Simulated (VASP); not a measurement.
Here is a VASP 6.6.1 calculation.

INCAR

```
ALGO = Fast
EDIFF = 1E-6
ENCUT = 520
GGA = PE
ISIF = 2
ISMEAR = 0
LASPH = T
LCHARG = F
LREAL = F
LWAVE = F
NBANDS = 41
NELM = 80
PREC = Accurate
SIGMA = 0.1
```

The input KPOINTS:

```
k-points
0
Gamma
  18 18 4
```

Contents of POSCAR:

```
Ir2Ru
1.0
    2.7420893039      0.0000000289      0.0000000000
   -1.3710446769      2.3747189822      0.0000000000
    0.0000000000      0.0000000000     13.1556345000
Ru Ir
2 4
Direct
    0.0000000000      0.0000000000      0.6651990000
    0.0000000000      0.0000000000      0.3348010000
    0.0000000000      0.0000000000      0.0000000000
    0.3333333333      0.6666666667      0.8290960000
    0.3333333333      0.6666666667      0.1709040000
    0.3333333333      0.6666666667      0.5000000000
```

Potentials or basis: VASP PAW PBE potentials, release 64 (Ru_pv, Ir).

Run with:

```bash
$ cat potpaw_PBE.64/Ru_pv/POTCAR potpaw_PBE.64/Ir/POTCAR > POTCAR
$ mpirun -np 1 vasp_std > vasp.out
```

Estimate the largest force.

0.019 eV/Å.

Predict the pressure.

0.3 GPa.

Predict the band gap on the k mesh.

zero (bands 32 and 33 overlap by 2.62 eV).

Forces on the atoms (eV/Å):
```
Ru   0.000  0.000  0.003
Ru   0.000  0.000 -0.003
Ir   0.000  0.000  0.000
Ir   0.000  0.000 -0.019
Ir   0.000  0.000  0.019
Ir   0.000  0.000  0.000
```

Caveat: spin-orbit coupling is left out, which moves the levels of the heavy elements.
